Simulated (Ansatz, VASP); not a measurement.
**One calculation of GdO, two programs**

Contents of INCAR:

```
SYSTEM = GdO
  PREC = Accurate
  ENCUT = 520
  EDIFF = 1E-6
  ISMEAR = -1
  SIGMA = 0.05
  LREAL = .FALSE.
  LASPH = .TRUE.
  NELM = 150
  ALGO = Normal
  ISIF = 2
  LWAVE = .FALSE.
  LCHARG = .FALSE.
  ISPIN = 2
  MAGMOM = 7 0
  LORBIT = 11
  LMAXMIX = 6
  GGA = PE
  NBANDS = 23
```

Contents of KPOINTS:

```
Automatic mesh
0
G
  7 7 7
  0 0 0
```

The input POSCAR:

```
GdO
1.0
    0.0000000000      2.6730000000      2.7000000000
    2.6730000000      0.0000000000      2.7000000000
    2.6730000000      2.6730000000      0.0000000000
Gd O
1 1
Direct
    0.0000000000      0.0000000000      0.0000000000
    0.2500000000      0.2500000000      0.2500000000
```

input.yaml

```yaml
crystal:
  lattice:
    - [0.0, 2.673, 2.7]
    - [2.673, 0.0, 2.7]
    - [2.673, 2.673, 0.0]
  atoms:
    - { symbol: Gd, position: [0.0, 0.0, 0.0], spin: 7.0 }
    - { symbol: O, position: [0.25, 0.25, 0.25] }
hamiltonian:
  xc: pbe
  pseudopotentials: { kind: paw }
magnetization:
  spin_polarized: true
kpoints:
  mp_grid: { grid: [7, 7, 7] }
  band_path:
    path:
      - [[0.0, 0.0, 0.0], [0.0, 0.5, 0.5], [-0.245025, 0.5, 0.254975], [-0.3725125, 0.3725125, 0.0], [0.0, 0.0, 0.0], [0.5, 0.5, 0.0], [0.3725125, 0.6274875, 0.0], [0.0, 0.5, 0.0], [0.25, 0.75, 0.5], [0.5, 0.754975, 0.254975], [0.5, 0.5, 0.0]]
      - [[0.0, 0.5, 0.5], [0.25, 0.75, 0.5]]
    npoints: 14
scf:
  occupations: { method: fermi_dirac, width: 0.05 }
  n_extra_bands: 6
output:
  forces: true
  stress: true
  eigenvalues: true
  fatbands: false
```

Alike in both runs: functional PBE; k mesh 7 × 7 × 7; occupations fermi-dirac, width 0.05 eV; collinear spin.

```csv
,VASP,Ansatz
version,VASP 6.6.1,Ansatz 0.2.0
potentials or method,"VASP PAW PBE potentials, release 64 (Gd, O)",Ansatz PAW
plane-wave cutoff (eV),520,420
valence electrons in the cell,24,24
task,single point,band structure
```

VASP gave:

| Quantity | Value |
| --- | --- |
| gap on the k mesh at the Fermi level (eV) | none |
| pressure (GPa) | 1.4 |
| traceless stress, the component that is largest in VASP (GPa) | -0.44 |
| net moment per atom (μB) | 3.78 |
| size of the moment on the site where the two differ most (μB) | 6.87 |

Task: What did Ansatz give for the same quantities?

Result: gap on the k mesh at the Fermi level (eV): none; pressure (GPa): 1.4; traceless stress, the component that is largest in VASP (GPa): -0.44; net moment per atom (μB): 3.77; size of the moment on the site where the two differ most (μB): 6.82.

Site moments also hang on the region over which each program counts them. A gap of «none» marks a metal or a gap that the smearing closes.

Neither program's run includes spin-orbit coupling.
